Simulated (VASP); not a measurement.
# ZnS (Cm) in VASP: single point with PBE

Aim: the single point of ZnS with PBE.

Everything below comes from runs of VASP 6.6.1. Logs are shortened: lines on timing, memory, paths and dates and some standing lists are left out, and cuts for length are marked.

### Step 1. The cell of the first run

Symmetry: Cm, No. 8, monoclinic system. The conventional cell has a = 6.625 Å, b = 3.825 Å, c = 3.825 Å, α = 90.00°, β = 125.26°, γ = 90.00°. Within 3.1 Å of Zn (site symmetry m) lie 4 S at 2.33 to 2.35 Å. Within 3.1 Å of S (site symmetry m) lie 4 Zn at 2.33 to 2.35 Å.

### Step 2. Single point, PBE

File INCAR:

```
SYSTEM = ZnS
ALGO = Normal
EDIFF = 1E-7
ENCUT = 520
GGA = PE
ISIF = 2
ISMEAR = 0
LASPH = .TRUE.
LCHARG = .TRUE.
LELF = .TRUE.
LREAL = .FALSE.
LVHAR = .TRUE.
LWAVE = .FALSE.
NBANDS = 16
NELM = 100
PREC = Accurate
SIGMA = 0.05
```

File KPOINTS:

```
k-points
0
G
  10 10 10
  0 0 0
```

File POSCAR:

```
ZnS
1.0
    0.0000000000      2.7046500000      2.7046500000
    2.7046500000      0.0000000000      2.7046500000
    2.7046500000      2.7046500000      0.0000000000
Zn S
1 1
Direct
    0.0000000000      0.0000000000      0.0000000000
    0.7467319857      0.7500000000      0.7500000000
```

Potentials or basis: VASP PAW PBE potentials, release 64 (Zn, S).

The run is started by

```console
$ cat potpaw_PBE.64/Zn/POTCAR potpaw_PBE.64/S/POTCAR > POTCAR
$ mpirun -np 1 vasp_std > vasp.out
```

OUTCAR:

```text
SYSTEM = ZnS
   EDIFF = 1E-7
   ENCUT = 520
   GGA = PE
   ISIF = 2
   ISMEAR = 0
   LASPH = .TRUE.
   LREAL = .FALSE.
   NELM = 100
   PREC = Accurate

 ion  position               nearest neighbor table
   1  0.000  0.000  0.000-   2 2.33   2 2.34   2 2.34   2 2.35
   2  0.747  0.750  0.750-   1 2.33   1 2.34   1 2.34   1 2.35

  LATTYP: Found a face centered cubic cell.
 ALAT       =     5.4093000000

  Lattice vectors:

 A1 = (   0.0000000000,   2.7046500000,   2.7046500000)
 A2 = (   2.7046500000,   0.0000000000,   2.7046500000)
 A3 = (   2.7046500000,   2.7046500000,   0.0000000000)

Analysis of symmetry for initial positions (statically):
=====================================================================
 Subroutine PRICEL returns:
 Original cell was already a primitive cell.

 Routine SETGRP: Setting up the symmetry group for a
 face centered cubic supercell.

 Subroutine GETGRP returns: Found  2 space group operations
 (whereof  2 operations were pure point group operations)
 out of a pool of 48 trial point group operations.

The static configuration has the point symmetry C_1h.

Analysis of symmetry for dynamics (positions and initial velocities):
=====================================================================
 Subroutine PRICEL returns:
 Original cell was already a primitive cell.

 Routine SETGRP: Setting up the symmetry group for a
 face centered cubic supercell.

 Subroutine GETGRP returns: Found  2 space group operations
 (whereof  2 operations were pure point group operations)
 out of a pool of 48 trial point group operations.

The dynamic configuration has the point symmetry C_1h.

 Subroutine INISYM returns: Found  2 space group operations
 (whereof  2 operations are pure point group operations),
 and found     1 'primitive' translations

----------------------------------------------------------------------------------------

                                     Primitive cell

  volume of cell :      39.5697

  direct lattice vectors                    reciprocal lattice vectors
     0.000000000  2.704650000  2.704650000    -0.184866803  0.184866803  0.184866803
     2.704650000  0.000000000  2.704650000     0.184866803 -0.184866803  0.184866803
     2.704650000  2.704650000  0.000000000     0.184866803  0.184866803 -0.184866803

  length of vectors
     3.824952711  3.824952711  3.824952711     0.320198696  0.320198696  0.320198696

  position of ions in fractional coordinates (direct lattice)
     0.000000000  0.000000000  0.000000000
     0.746731986  0.750000000  0.750000000

  ion indices of the primitive-cell ions
   primitive index   ion index
                 1           1
                 2           2

----------------------------------------------------------------------------------------

 KPOINTS: k-points

Automatic generation of k-mesh.
 Grid dimensions read from file:
 generate k-points for:   10   10   10

 Generating k-lattice:

  Cartesian coordinates                     Fractional coordinates (reciprocal lattice)
    -0.018486680  0.018486680  0.018486680     0.100000000  0.000000000  0.000000000
     0.018486680 -0.018486680  0.018486680     0.000000000  0.100000000  0.000000000
     0.018486680  0.018486680 -0.018486680     0.000000000  0.000000000  0.100000000

  Length of vectors
     0.032019870  0.032019870  0.032019870

  Shift w.r.t. Gamma in fractional coordinates (k-lattice)
     0.000000000  0.000000000  0.000000000

 Subroutine IBZKPT returns following result:
 ===========================================

 Found    282 irreducible k-points:

 Following reciprocal coordinates:
            Coordinates               Weight
  0.000000  0.000000  0.000000      1.000000
  0.100000  0.000000  0.000000      2.000000
  0.000000  0.100000  0.000000      4.000000
  0.100000  0.100000  0.100000      2.000000
  0.200000  0.000000  0.000000      2.000000
  0.000000  0.200000  0.000000      4.000000
[... 16 lines left out ...]
  0.200000  0.100000  0.200000      4.000000
  0.100000 -0.100000 -0.100000      2.000000
 [... further k-points ...]
   k-points           NKPTS =    282   k-points in BZ     NKDIM =    282   number of bands    NBANDS=     16
   number of dos      NEDOS =    301   number of ions     NIONS =      2
   total plane-waves  NPLWV =  21952
   dimension x,y,z NGX =    28 NGY =   28 NGZ =   28
   dimension x,y,z NGXF=    56 NGYF=   56 NGZF=   56
   ions per type =               1   1
   NGX,Y,Z   is equivalent  to a cutoff of  12.17, 12.17, 12.17 a.u.
   NGXF,Y,Z  is equivalent  to a cutoff of  24.34, 24.34, 24.34 a.u.
 SYSTEM =  ZnS
   PREC   = accura    normal or accurate (medium, high low for compatibility)
   ISTART =      0    job   : 0-new  1-cont  2-samecut
   ICHARG =      2    charge: 1-file 2-atom 10-const
   ISPIN  =      1    spin polarized calculation?
   LNONCOLLINEAR =      F non collinear calculations
   LSORBIT =      F    spin-orbit coupling
   LASPH  =      T    aspherical Exc in radial PAW
   ENCUT  =  520.0 eV  38.22 Ry    6.18 a.u.   7.11  7.11  7.11*2*pi/ulx,y,z
   NELM   =    100;   NELMIN=  2; NELMDL= -5     # of ELM steps
   EDIFF  = 0.1E-06   stopping-criterion for ELM
   LREAL  =      F    real-space projection
   EDIFFG = 0.1E-05   stopping-criterion for IOM
   NSW    =      0    number of steps for IOM
   IBRION =     -1    ionic relax: 0-MD 1-quasi-New 2-CG
   NFREE  =      0    steps in history (QN), initial steepest desc. (CG)
   ISIF   =      2    stress and relaxation
   ISYM   =      2    0-nonsym 1-usesym 2-fastsym
   POTIM  = 0.5000    time-step for ionic-motion
   TEBEG  =    0.0;   TEEND  =   0.0 temperature during run
   PSTRESS=    0.0 pullay stress
   NELECT =      18.0000    total number of electrons
   NUPDOWN=      -1.0000    fix difference up-down
   EMIN   =  10.00;   EMAX   =-10.00  energy-range for DOS
   EFERMI =   0.00;   METHOD = LEGACY
   ISMEAR =     0;   SIGMA  =   0.05  broadening in eV -4-tet -1-fermi 0-gaus
   EFERMI_NEDOS =   21; number of points for ismear=-14 and -15
   IALGO  =     38    algorithm
   IMIX   =      4    mixing-type and parameters
     AMIX     =   0.40;   BMIX     =  1.00
     AMIX_MAG =   1.60;   BMIX_MAG =  1.00
  volume/ion in A,a.u.               =      19.78       133.51
  Fermi-wavevector in a.u.,A,eV,Ry     =   1.259055  2.379268 21.568210  1.585219
  Thomas-Fermi vector in A             =   2.392634
   LORBIT       =      0    0 simple, 1 ext, 2 COOP (PROOUT), +10 PAW based schemes
   GGA     = PE    functional components
   LHFCALC =     F    Hartree Fock is set to
   AEXX    =    0.0000 exact exchange contribution
   IVDW    =     0    specifies the selected vdW correction
   LEPSILON=     F    determine dielectric tensor
   LRPA    =     F    only Hartree local field effects (RPA)
 non-spin polarized calculation
 Gauss-broadening in eV      SIGMA  =   0.05
  energy-cutoff  :      520.00
  volume of cell :       39.57
 maximum number of plane-waves:      1090
   NGX = 15   NGY = 15   NGZ = 15

 number of electron      17.9999999 magnetization

 Free energy of the ion-electron system (eV)
  ---------------------------------------------------
  ext. energy  EPLUGINS =         0.00000000
  ---------------------------------------------------
  free energy    TOTEN  =        -6.84808602 eV

  energy without entropy =       -6.84808602  energy(sigma->0) =       -6.84808602

 E-fermi :   2.3223     XC(G=0):  -9.6162

 val. band max:        2.0897247806   @ k =   0.0000   0.0000   0.0000
 cond. band min:       4.1809790210   @ k =   0.0000   0.0000   0.0000
 fundamental gap:      2.0912542403
 Fermi energy:         2.3222572548

 k-point     1 :       0.0000    0.0000    0.0000
  band No.  band energies     occupation
      1     -11.0408      2.00000
      2      -4.2571      2.00000
      3      -4.2481      2.00000
      4      -4.2390      2.00000
      5      -3.7533      2.00000
      6      -3.7533      2.00000
[... 8 lines left out ...]
     15      13.8387      0.00000
     16      13.9338      0.00000

 k-point     2 :       0.1000    0.0000    0.0000
  band No.  band energies     occupation
      1     -10.9654      2.00000
      2      -4.2570      2.00000
      3      -4.2338      2.00000
      4      -4.2253      2.00000
      5      -3.7547      2.00000
      6      -3.7546      2.00000
[... 8 lines left out ...]
     15      13.3942      0.00000
     16      14.5183      0.00000

 k-point     3 :       0.0000    0.1000    0.0000
  band No.  band energies     occupation
      1     -10.9657      2.00000
      2      -4.2503      2.00000
      3      -4.2398      2.00000
      4      -4.2266      2.00000
      5      -3.7546      2.00000
      6      -3.7545      2.00000
[... 8 lines left out ...]
     15      13.3983      0.00000
     16      14.5220      0.00000

 k-point     4 :       0.1000    0.1000    0.1000
  band No.  band energies     occupation
      1     -10.9659      2.00000
      2      -4.2448      2.00000
      3      -4.2375      2.00000
      4      -4.2349      2.00000
      5      -3.7544      2.00000
      6      -3.7543      2.00000
[... 8 lines left out ...]
     15      13.4022      0.00000
     16      14.5258      0.00000

 k-point     5 :       0.2000    0.0000    0.0000
  band No.  band energies     occupation
      1     -10.7573      2.00000
      2      -4.2393      2.00000
      3      -4.1983      2.00000
      4      -4.1912      2.00000
      5      -3.7552      2.00000
      6      -3.7549      2.00000
[... 8 lines left out ...]
     15      12.9747      0.00000
     16      14.6006      0.00000

 k-point     6 :       0.0000    0.2000    0.0000
  band No.  band energies     occupation
      1     -10.7583      2.00000
      2      -4.2310      2.00000
      3      -4.2057      2.00000
      4      -4.1940      2.00000
      5      -3.7548      2.00000
      6      -3.7542      2.00000
[... 8 lines left out ...]
     15      12.9866      0.00000
     16      14.5975      0.00000

 k-point     7 :       0.2000    0.2000    0.2000
  band No.  band energies     occupation
      1     -10.7594      2.00000
      2      -4.2215      2.00000
      3      -4.2085      2.00000
      4      -4.2026      2.00000
      5      -3.7542      2.00000
      6      -3.7539      2.00000
[... 8 lines left out ...]
     15      12.9940      0.00000
     16      14.5947      0.00000

 k-point     8 :       0.3000    0.0000    0.0000
  band No.  band energies     occupation
      1     -10.4746      2.00000
      2      -4.1599      2.00000
      3      -4.1575      2.00000
      4      -4.1485      2.00000
      5      -3.7475      2.00000
      6      -3.7467      2.00000
[... 8 lines left out ...]
     15      13.3432      0.00000
     16      14.0369      0.00000

 k-point     9 :       0.0000    0.3000    0.0000
  band No.  band energies     occupation
      1     -10.4768      2.00000
      2      -4.1696      2.00000
      3      -4.1609      2.00000
      4      -4.1391      2.00000
      5      -3.7470      2.00000
      6      -3.7456      2.00000
[... 8 lines left out ...]
     15      13.3608      0.00000
     16      14.0336      0.00000
[... 172 lines left out ...]
 k-point    19 :       0.2000    0.1000    0.0000
  band No.  band energies     occupation
      1     -10.7766      2.00000
      2      -4.2633      2.00000
      3      -4.1941      2.00000
      4      -4.1816      2.00000
      5      -3.7725      2.00000
      6      -3.7399      2.00000
[... 8 lines left out ...]
     15      13.8300      0.00000
     16      15.5411      0.00000

 k-point    20 :       0.0000    0.2000    0.1000
  band No.  band energies     occupation
      1     -10.7771      2.00000
      2      -4.2617      2.00000
      3      -4.1909      2.00000
      4      -4.1874      2.00000
      5      -3.7722      2.00000
      6      -3.7397      2.00000
[... 8 lines left out ...]
     15      13.8361      0.00000
     16      15.5400      0.00000

 k-point    21 :       0.1000    0.0000    0.2000
  band No.  band energies     occupation
      1     -10.7773      2.00000
      2      -4.2598      2.00000
      3      -4.1976      2.00000
      4      -4.1832      2.00000
      5      -3.7721      2.00000
      6      -3.7395      2.00000
[... 8 lines left out ...]
     15      13.8404      0.00000
     16      15.5464      0.00000

 k-point    22 :       0.1000    0.1000   -0.1000
  band No.  band energies     occupation
      1     -10.7768      2.00000
      2      -4.2623      2.00000
      3      -4.1945      2.00000
      4      -4.1827      2.00000
      5      -3.7723      2.00000
      6      -3.7399      2.00000
[... 8 lines left out ...]
     15      13.8318      0.00000
     16      15.5335      0.00000

 k-point    23 :       0.2000    0.1000    0.2000
  band No.  band energies     occupation
      1     -10.7776      2.00000
      2      -4.2595      2.00000
      3      -4.1960      2.00000
      4      -4.1855      2.00000
      5      -3.7719      2.00000
      6      -3.7395      2.00000
[... 8 lines left out ...]
     15      13.8421      0.00000
     16      15.5392      0.00000

 k-point    24 :       0.1000   -0.1000   -0.1000
  band No.  band energies     occupation
      1     -10.7763      2.00000
      2      -4.2647      2.00000
      3      -4.1875      2.00000
      4      -4.1862      2.00000
      5      -3.7726      2.00000
      6      -3.7401      2.00000
[... 8 lines left out ...]
     15      13.8257      0.00000
     16      15.5346      0.00000

 [... further k-points ...]
[... 5 lines left out ...]
  --------------------------------------------------------------------------------------
  -------------------------------------------------------------------------------------
  Total        0.3816089      0.3809417      0.3809417     -0.0499293      0.0016961     -0.0499293
  in kB       15.4513281     15.4243135     15.4243135     -2.0216354      0.0686743     -2.0216354
  external PRESSURE =      15.4333184 kB  Pullay stress =       0.0000000 kB

 VOLUME and BASIS-vectors are now :
 -----------------------------------------------------------------------------
  energy-cutoff  :      520.00
  volume of cell :       39.57
      direct lattice vectors                 reciprocal lattice vectors
     0.000000000  2.704650000  2.704650000    -0.184866803  0.184866803  0.184866803
     2.704650000  0.000000000  2.704650000     0.184866803 -0.184866803  0.184866803
     2.704650000  2.704650000  0.000000000     0.184866803  0.184866803 -0.184866803

 POSITION                                       TOTAL-FORCE (eV/Angst)
 -----------------------------------------------------------------------------------
      0.00000      0.00000      0.00000         0.001820     -0.050934     -0.050934
      4.05697      4.04814      4.04814        -0.001820      0.050934      0.050934
 -----------------------------------------------------------------------------------
    total drift:                                0.000007     -0.000064     -0.000064

  FREE ENERGIE OF THE ION-ELECTRON SYSTEM (eV)
  ---------------------------------------------------
  free  energy   TOTEN  =        -6.8480860232 eV

  energy  without entropy=       -6.8480860232  energy(sigma->0) =       -6.84808602
```

Wall time 2.7 min (1 thread of AMD EPYC 7R13 (Zen 3), shared host); peak memory 0.26 GiB.

Results:

- Free energy: -6.8481 eV
- Pressure: 1.5 GPa
- Largest force: 0.072 eV/Å
- Band gap on the k mesh: 2.09 eV, direct

Forces in eV/Å, atoms in the order of the input:
```
Zn   0.002 -0.051 -0.051
S   -0.002  0.051  0.051
```

Levels at points of the mesh, in eV from the valence-band top:
```csv
k point,band 6,band 7,band 8,band 9,band 10,band 11,band 12,band 13
"(0.00, 0.00, 0.00)",-5.84,-0.02,-0.01,0.00,2.09,6.38,6.39,6.40
"(0.50, 0.00, 0.00)",-5.64,-5.31,-0.89,-0.86,3.31,6.91,6.95,8.87
"(0.00, 0.50, 0.00)",-5.64,-5.28,-0.89,-0.85,3.29,6.88,6.96,8.86
"(0.50, 0.50, 0.50)",-5.64,-5.26,-0.88,-0.85,3.28,6.88,6.93,8.85
"(0.50, 0.50, 0.00)",-5.63,-4.56,-2.22,-2.22,3.40,4.06,10.95,11.93
"(0.00, 0.50, 0.50)",-5.63,-4.56,-2.22,-2.22,3.40,4.06,10.95,11.94
```

Caveat: the cell differs from its parent crystal (all S atoms moved +0.013 Å, as atom 2 towards its neighbour atom 2 (S) at 3.825 Å).
